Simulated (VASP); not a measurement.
Bi, 1 atom in the cell. It takes space group I4/mmm (No. 139, tetragonal). The conventional cell has a = 3.405 Å, b = 3.405 Å, c = 5.331 Å, α = 90.00°, β = 90.00°, γ = 90.00°. Bi (site symmetry 4/mmm) has 12 Bi at 3.40 to 3.59 Å within 4.5 Å.  This cell differs from its parent crystal: volume 30.896 Å^3 an atom, c/a of the conventional cell 1.5658.

```yaml
Program: VASP 6.6.1
Task: single point
Functional: PBE
Dispersion: D3(BJ)
Potentials_or_basis: VASP PAW PBE potentials, release 64 (Bi_d)
Cutoff: 520 eV
k_mesh: 18 × 18 × 18
Occupations: gaussian, width 0.15 eV
Spin: no spin polarisation
Dipole_correction: no
Further_INCAR_settings: ALGO = Fast; EDIFF = 1e-07; NBANDS = 14
```

Potentials or basis: VASP PAW PBE potentials, release 64 (Bi_d).

Launch:

```bash
$ cat potpaw_PBE.64/Bi_d/POTCAR > POTCAR
$ mpirun -np 1 vasp_std > vasp.out
```

Hardware: 1 thread of Intel(R) Xeon(R) 6975P-C (Granite Rapids), on a shared host.

**Question.** How long does it take, and how much memory?

**Answer.** Wall time 97 s on 1 thread of Intel(R) Xeon(R) 6975P-C (Granite Rapids), with other jobs on the host, peak memory 0.3 GiB. Counts: scf iterations 14, k points 480.
